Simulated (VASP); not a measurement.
## Cr: single point with PBEsol

System: Cr, a slab with vacuum.

```xyz
6
Lattice="2.4371 0.0000 0.0000 -0.8124 2.2978 0.0000 0.0000 0.0000 24.9496" Properties=species:S:1:pos:R:3 pbc="T T T"
Cr    0.8124    1.1489    7.5746
Cr    0.0000    0.0000    9.4779
Cr    0.8124    1.1489   11.4788
Cr    0.0000    0.0000   13.4708
Cr    0.8124    1.1489   15.4717
Cr    0.0000    0.0000   17.3750
```

- Program: VASP 6.6.1
- Task: single point
- Functional: PBEsol
- Potentials or basis: VASP PAW PBE potentials, release 64 (Cr_pv)
- Cutoff: 520 eV
- k mesh: 15 × 15 × 1
- Occupations: gaussian, width 0.1 eV
- Spin: no spin polarisation
- Dipole correction: yes
- Further INCAR settings: ALGO = Fast; EDIFF = 1e-07; NBANDS = 45

```
Largest force          : 0.020 eV/Å
Band gap on the k mesh : zero (bands 36 and 37 overlap by 1.52 eV)
```

Forces on the atoms (eV/Å):
```
Cr   0.000  0.000  0.005
Cr   0.000  0.000  0.020
Cr   0.000  0.000  0.004
Cr   0.000  0.000 -0.004
Cr   0.000  0.000 -0.020
Cr   0.000  0.000 -0.005
```

Levels at points of the mesh, in eV from the Fermi level:
| k point | band 32 | band 33 | band 34 | band 35 | band 36 | band 37 | band 38 | band 39 | band 40 | band 41 |
| --- | --- | --- | --- | --- | --- | --- | --- | --- | --- | --- |
| (0.00, 0.00, 0.00) | -1.00 | -0.97 | -0.94 | -0.86 | -0.68 | -0.44 | 0.38 | 0.38 | 0.83 | 0.88 |

It took 12 min on 1 thread of Intel(R) Xeon(R) 6975P-C (Granite Rapids), with other jobs on the host, peak memory 0.42 GiB.

Caveat: the PAW data sets were made with another functional, which shifts forces and pressure a little; the run has no spin polarisation, though such a crystal can be magnetic. Spin polarisation is off, so any magnetic state and its effect on volume and gap are missing.
